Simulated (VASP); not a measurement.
A run of VASP 6.6.1 is set up as follows.

POSCAR

```
Al3Cu
1.0
    2.7851933135      0.0000000000      0.0000000000
    0.0000000000      2.7851933135      0.0000000000
    0.0000000000      0.0000000000      7.4400258510
Al Cu
3 1
Direct
    0.0000000000      0.0000000000      0.5000000000
    0.5000000000      0.5000000000      0.2234389941
    0.5000000000      0.5000000000      0.7765610059
    0.0000000000      0.0000000000      0.0000000000
```

Contents of INCAR.step1:

```
ALGO = Normal
EDIFF = 1E-4
ENCUT = 520
GGA = PE
ISMEAR = 0
LASPH = T
LCHARG = F
LREAL = F
LWAVE = T
NBANDS = 18
NELM = 80
PREC = Accurate
SIGMA = 0.1
```

Contents of INCAR.step2:

```
ALGO = Normal
EDIFF = 1E-7
ENCUT = 520
ISIF = 2
ISMEAR = 0
ISTART = 1
LASPH = T
LCHARG = F
LMIXTAU = T
LREAL = F
LWAVE = F
METAGGA = R2SCAN
NBANDS = 18
NELM = 80
PREC = Accurate
SIGMA = 0.1
```

File KPOINTS:

```
k-points
0
Gamma
  18 18 8
```

Potentials or basis: VASP PAW PBE potentials, release 64 (Al, Cu).

Run with:

```sh
$ cat potpaw_PBE.64/Al/POTCAR potpaw_PBE.64/Cu/POTCAR > POTCAR
$ cp INCAR.step1 INCAR
$ mpirun -np 1 vasp_std > vasp.out
$ cp INCAR.step2 INCAR
$ mpirun -np 1 vasp_std > vasp.out
```

Problem. What does it give for the pressure?

Solution. 1.0 GPa.

Problem. Estimate the largest force.

Solution. 0.014 eV/Å.

Problem. Estimate the band gap on the k mesh.

Solution. Zero (bands 10 and 11 overlap by 6.94 eV).

Stress tensor (GPa, compression positive):
```
-0.21  0.00  0.00
 0.00 -0.21  0.00
 0.00  0.00  3.44
```

Caveat: the cell differs from its parent crystal (uniaxial strain along c: -2.0 %, then relaxed in part); the PAW data sets were made with another functional, which shifts forces and pressure a little.
